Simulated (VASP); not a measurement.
# AlN (Fm-3m) in VASP: further runs

AlN is run at these levels: PBEsol; tasks: single point, relaxation of cell and atoms.

Program: VASP 6.6.1. These are calculated values, not measurements. Logs are shortened: lines on timing, memory, paths and dates and some standing lists are left out, and cuts for length are marked.

## 1. The cell of the first run

The structure is cubic, space group Fm-3m (No. 225). Conventional cell: a = 4.085 Å, b = 4.085 Å, c = 4.085 Å, α = 90.00°, β = 90.00°, γ = 90.00°. Al (site symmetry m-3m) has 6 N at 2.04 Å within 2.7 Å. Within 2.7 Å of N (site symmetry m-3m) lie 6 Al at 2.04 Å.

## 2. Single point, PBEsol (8.52 Å³/atom)

INCAR reads:

```
SYSTEM = AlN
  PREC = Accurate
  ENCUT = 600
  EDIFF = 1E-6
  ISMEAR = 0
  SIGMA = 0.02
  LREAL = .False.
  LASPH = .True.
  NELM = 120
  ALGO = Normal
  ISIF = 2
  LWAVE = .False.
  LCHARG = .True.
  GGA = PS
  LELF = .True.
  LVHAR = .True.
  NBANDS = 11
  GGA_COMPAT = .False.
```

KPOINTS reads:

```
regular mesh
0
Gamma
  10 10 10
  0 0 0
```

POSCAR reads:

```
AlN
1.0
    0.0000000000      2.0426482575      2.0426482575
    2.0426482575      0.0000000000      2.0426482575
    2.0426482575      2.0426482575      0.0000000000
Al N
1 1
Direct
    0.5000000000      0.5000000000      0.5000000000
    0.0000000000      0.0000000000      0.0000000000
```

Potentials or basis: VASP PAW PBE potentials, release 64 (Al, N).

Started as:

```sh
$ cat potpaw_PBE.64/Al/POTCAR potpaw_PBE.64/N/POTCAR > POTCAR
$ mpirun -np 1 vasp_std > vasp.out
```

OUTCAR:

```text
SYSTEM = AlN
   PREC = Accurate
   ENCUT = 600
   EDIFF = 1E-6
   ISMEAR = 0
   LREAL = .False.
   LASPH = .True.
   NELM = 120
   ISIF = 2
   GGA = PS

 ion  position               nearest neighbor table
   1  0.500  0.500  0.500-   2 2.04   2 2.04   2 2.04   2 2.04   2 2.04   2 2.04
   2  0.000  0.000  0.000-   1 2.04   1 2.04   1 2.04   1 2.04   1 2.04   1 2.04

  LATTYP: Found a face centered cubic cell.
 ALAT       =     4.0852965150

  Lattice vectors:

 A1 = (   0.0000000000,   2.0426482575,   2.0426482575)
 A2 = (   2.0426482575,   0.0000000000,   2.0426482575)
 A3 = (   2.0426482575,   2.0426482575,   0.0000000000)

Analysis of symmetry for initial positions (statically):
=====================================================================
 Subroutine PRICEL returns:
 Original cell was already a primitive cell.

 Routine SETGRP: Setting up the symmetry group for a
 face centered cubic supercell.

 Subroutine GETGRP returns: Found 48 space group operations
 (whereof 48 operations were pure point group operations)
 out of a pool of 48 trial point group operations.

The static configuration has the point symmetry O_h .

Analysis of symmetry for dynamics (positions and initial velocities):
=====================================================================
 Subroutine PRICEL returns:
 Original cell was already a primitive cell.

 Routine SETGRP: Setting up the symmetry group for a
 face centered cubic supercell.

 Subroutine GETGRP returns: Found 48 space group operations
 (whereof 48 operations were pure point group operations)
 out of a pool of 48 trial point group operations.

The dynamic configuration has the point symmetry O_h .

 Subroutine INISYM returns: Found 48 space group operations
 (whereof 48 operations are pure point group operations),
 and found     1 'primitive' translations

----------------------------------------------------------------------------------------

                                     Primitive cell

  volume of cell :      17.0455

  direct lattice vectors                    reciprocal lattice vectors
     0.000000000  2.042648257  2.042648257    -0.244780274  0.244780274  0.244780274
     2.042648257  0.000000000  2.042648257     0.244780274 -0.244780274  0.244780274
     2.042648257  2.042648257  0.000000000     0.244780274  0.244780274 -0.244780274

  length of vectors
     2.888740869  2.888740869  2.888740869     0.423971871  0.423971871  0.423971871

  position of ions in fractional coordinates (direct lattice)
     0.500000000  0.500000000  0.500000000
     0.000000000  0.000000000  0.000000000

  ion indices of the primitive-cell ions
   primitive index   ion index
                 1           1
                 2           2

----------------------------------------------------------------------------------------

 KPOINTS: regular mesh

Automatic generation of k-mesh.
 Grid dimensions read from file:
 generate k-points for:   10   10   10

 Generating k-lattice:

  Cartesian coordinates                     Fractional coordinates (reciprocal lattice)
    -0.024478027  0.024478027  0.024478027     0.100000000  0.000000000  0.000000000
     0.024478027 -0.024478027  0.024478027     0.000000000  0.100000000  0.000000000
     0.024478027  0.024478027 -0.024478027     0.000000000  0.000000000  0.100000000

  Length of vectors
     0.042397187  0.042397187  0.042397187

  Shift w.r.t. Gamma in fractional coordinates (k-lattice)
     0.000000000  0.000000000  0.000000000

 Subroutine IBZKPT returns following result:
 ===========================================

 Found     47 irreducible k-points:

 Following reciprocal coordinates:
            Coordinates               Weight
  0.000000  0.000000  0.000000      1.000000
  0.100000  0.000000  0.000000      8.000000
  0.200000  0.000000  0.000000      8.000000
  0.300000  0.000000  0.000000      8.000000
  0.400000  0.000000  0.000000      8.000000
  0.500000  0.000000  0.000000      4.000000
[... 16 lines left out ...]
  0.300000  0.300000  0.000000      6.000000
  0.400000  0.300000  0.000000     24.000000
 [... further k-points ...]
   k-points           NKPTS =     47   k-points in BZ     NKDIM =     47   number of bands    NBANDS=     11
   number of dos      NEDOS =    301   number of ions     NIONS =      2
   total plane-waves  NPLWV =  13824
   dimension x,y,z NGX =    24 NGY =   24 NGZ =   24
   dimension x,y,z NGXF=    48 NGYF=   48 NGZF=   48
   ions per type =               1   1
   NGX,Y,Z   is equivalent  to a cutoff of  13.81, 13.81, 13.81 a.u.
   NGXF,Y,Z  is equivalent  to a cutoff of  27.62, 27.62, 27.62 a.u.
 SYSTEM =  AlN
   PREC   = accura    normal or accurate (medium, high low for compatibility)
   ISTART =      0    job   : 0-new  1-cont  2-samecut
   ICHARG =      2    charge: 1-file 2-atom 10-const
   ISPIN  =      1    spin polarized calculation?
   LNONCOLLINEAR =      F non collinear calculations
   LSORBIT =      F    spin-orbit coupling
   LASPH  =      T    aspherical Exc in radial PAW
   ENCUT  =  600.0 eV  44.10 Ry    6.64 a.u.   5.77  5.77  5.77*2*pi/ulx,y,z
   NELM   =    120;   NELMIN=  2; NELMDL= -5     # of ELM steps
   EDIFF  = 0.1E-05   stopping-criterion for ELM
   LREAL  =      F    real-space projection
   EDIFFG = 0.1E-04   stopping-criterion for IOM
   NSW    =      0    number of steps for IOM
   IBRION =     -1    ionic relax: 0-MD 1-quasi-New 2-CG
   NFREE  =      0    steps in history (QN), initial steepest desc. (CG)
   ISIF   =      2    stress and relaxation
   ISYM   =      2    0-nonsym 1-usesym 2-fastsym
   POTIM  = 0.5000    time-step for ionic-motion
   TEBEG  =    0.0;   TEEND  =   0.0 temperature during run
   PSTRESS=    0.0 pullay stress
   NELECT =       8.0000    total number of electrons
   NUPDOWN=      -1.0000    fix difference up-down
   EMIN   =  10.00;   EMAX   =-10.00  energy-range for DOS
   EFERMI =   0.00;   METHOD = LEGACY
   ISMEAR =     0;   SIGMA  =   0.02  broadening in eV -4-tet -1-fermi 0-gaus
   EFERMI_NEDOS =   21; number of points for ismear=-14 and -15
   IALGO  =     38    algorithm
   IMIX   =      4    mixing-type and parameters
     AMIX     =   0.40;   BMIX     =  1.00
     AMIX_MAG =   1.60;   BMIX_MAG =  1.00
  volume/ion in A,a.u.               =       8.52        57.51
  Fermi-wavevector in a.u.,A,eV,Ry     =   1.272237  2.404179 22.022201  1.618586
  Thomas-Fermi vector in A             =   2.405126
   LORBIT       =      0    0 simple, 1 ext, 2 COOP (PROOUT), +10 PAW based schemes
   GGA     = PS    functional components
   LHFCALC =     F    Hartree Fock is set to
   AEXX    =    0.0000 exact exchange contribution
   IVDW    =     0    specifies the selected vdW correction
   LEPSILON=     F    determine dielectric tensor
   LRPA    =     F    only Hartree local field effects (RPA)
 non-spin polarized calculation
 Gauss-broadening in eV      SIGMA  =   0.02
  energy-cutoff  :      600.00
  volume of cell :       17.05
 maximum number of plane-waves:       588
   NGX = 11   NGY = 11   NGZ = 11

 number of electron       8.0000000 magnetization

 Free energy of the ion-electron system (eV)
  ---------------------------------------------------
  ext. energy  EPLUGINS =         0.00000000
  ---------------------------------------------------
  free energy    TOTEN  =       -15.43920861 eV

  energy without entropy =      -15.43920861  energy(sigma->0) =      -15.43920861

 E-fermi :   9.5877     XC(G=0): -12.3072

 val. band max:        9.4894226419   @ k =   0.0000   0.0000   0.0000
 cond. band min:      13.7525926631   @ k =   0.5000   0.5000   0.0000
 fundamental gap:      4.2631700212
 Fermi energy:         9.5877434365

 k-point     1 :       0.0000    0.0000    0.0000
  band No.  band energies     occupation
      1      -7.7821      2.00000
      2       9.4894      2.00000
      3       9.4894      2.00000
      4       9.4894      2.00000
      5      14.7207      0.00000
      6      21.4170      0.00000
      7      21.4170      0.00000
      8      21.4170      0.00000
      9      26.4123      0.00000
     10      26.9514      0.00000
     11      26.9514      0.00000

 k-point     2 :       0.1000    0.0000    0.0000
  band No.  band energies     occupation
      1      -7.5816      2.00000
      2       8.4672      2.00000
      3       9.3719      2.00000
      4       9.3719      2.00000
      5      15.3644      0.00000
      6      20.5097      0.00000
      7      21.7018      0.00000
      8      21.7018      0.00000
      9      25.2929      0.00000
     10      25.2929      0.00000
     11      27.1988      0.00000

 k-point     3 :       0.2000    0.0000    0.0000
  band No.  band energies     occupation
      1      -6.9987      2.00000
      2       6.3504      2.00000
      3       9.0870      2.00000
      4       9.0870      2.00000
      5      16.0541      0.00000
      6      19.9608      0.00000
      7      21.8241      0.00000
      8      21.8241      0.00000
      9      24.7411      0.00000
     10      24.7411      0.00000
     11      26.5135      0.00000

 k-point     4 :       0.3000    0.0000    0.0000
  band No.  band energies     occupation
      1      -6.1060      2.00000
      2       4.0658      2.00000
      3       8.7712      2.00000
      4       8.7712      2.00000
      5      15.8476      0.00000
      6      20.8151      0.00000
      7      21.0571      0.00000
      8      21.0571      0.00000
      9      25.7143      0.00000
     10      26.2225      0.00000
     11      26.2225      0.00000
[... 239 lines left out ...]
 k-point    22 :      -0.2000    0.2000    0.0000
  band No.  band energies     occupation
      1      -5.8173      2.00000
      2       4.5877      2.00000
      3       6.6104      2.00000
      4       8.8377      2.00000
      5      17.7743      0.00000
      6      19.2455      0.00000
      7      19.9217      0.00000
      8      21.6358      0.00000
      9      24.2261      0.00000
     10      28.1601      0.00000
     11      29.3978      0.00000

 k-point    23 :       0.3000    0.3000    0.0000
  band No.  band energies     occupation
      1      -5.5801      2.00000
      2       4.7373      2.00000
      3       7.5080      2.00000
      4       7.5080      2.00000
      5      15.9942      0.00000
      6      16.0528      0.00000
      7      20.8241      0.00000
      8      24.6670      0.00000
      9      24.6670      0.00000
     10      29.6480      0.00000
     11      33.0022      0.00000

 k-point    24 :       0.4000    0.3000    0.0000
  band No.  band energies     occupation
      1      -4.8427      2.00000
      2       3.7293      2.00000
      3       6.7461      2.00000
      4       7.2563      2.00000
      5      15.3376      0.00000
      6      16.2072      0.00000
      7      21.2770      0.00000
      8      24.6232      0.00000
      9      25.3465      0.00000
     10      30.8777      0.00000
     11      33.6752      0.00000

 [... further k-points ...]

------------------------ aborting loop because EDIFF is reached ----------------------------------------

  FORCE on cell =-STRESS in cart. coord.  units (eV):
  Direction    XX          YY          ZZ          XY          YZ          ZX
  --------------------------------------------------------------------------------------
  -------------------------------------------------------------------------------------
  Total       -0.8068013     -0.8068013     -0.8068013     -0.0000000      0.0000000      0.0000000
  in kB      -75.8344231    -75.8344231    -75.8344231     -0.0000000      0.0000000      0.0000000
  external PRESSURE =     -75.8344231 kB  Pullay stress =       0.0000000 kB

 VOLUME and BASIS-vectors are now :
 -----------------------------------------------------------------------------
  energy-cutoff  :      600.00
  volume of cell :       17.05
      direct lattice vectors                 reciprocal lattice vectors
     0.000000000  2.042648257  2.042648257    -0.244780274  0.244780274  0.244780274
     2.042648257  0.000000000  2.042648257     0.244780274 -0.244780274  0.244780274
     2.042648257  2.042648257  0.000000000     0.244780274  0.244780274 -0.244780274

 POSITION                                       TOTAL-FORCE (eV/Angst)
 -----------------------------------------------------------------------------------
      2.04265      2.04265      2.04265         0.000000      0.000000      0.000000
      0.00000      0.00000      0.00000        -0.000000     -0.000000     -0.000000
 -----------------------------------------------------------------------------------
    total drift:                                0.000000     -0.000000     -0.000000

  FREE ENERGIE OF THE ION-ELECTRON SYSTEM (eV)
  ---------------------------------------------------
  free  energy   TOTEN  =       -15.4392086078 eV

  energy  without entropy=      -15.4392086078  energy(sigma->0) =      -15.43920861
```

It took 12 s on 1 thread of Intel Xeon Platinum 8488C (Sapphire Rapids), shared host; peak memory 0.13 GiB.

Results:

```yaml
Free_energy: -15.4392 eV
Pressure: -7.6 GPa
Band_gap_on_the_k_mesh: 4.26 eV (least direct gap 5.23 eV)
```

Levels at points of the mesh, in eV from the valence-band top:
| k point | band 1 | band 2 | band 3 | band 4 | band 5 | band 6 | band 7 | band 8 |
| --- | --- | --- | --- | --- | --- | --- | --- | --- |
| (0.00, 0.00, 0.00) | -17.27 | 0.00 | 0.00 | 0.00 | 5.23 | 11.93 | 11.93 | 11.93 |
| (0.50, 0.00, 0.00) | -14.09 | -8.17 | -1.03 | -1.03 | 5.85 | 10.66 | 10.66 | 12.80 |
| (0.50, 0.50, 0.00) | -13.14 | -7.24 | -2.74 | -2.74 | 4.26 | 5.19 | 13.59 | 16.68 |

Caveat: the cell stands under tension; the PAW data sets were made with another functional, which shifts forces and pressure a little.

(Continued in part 2 of 2.)
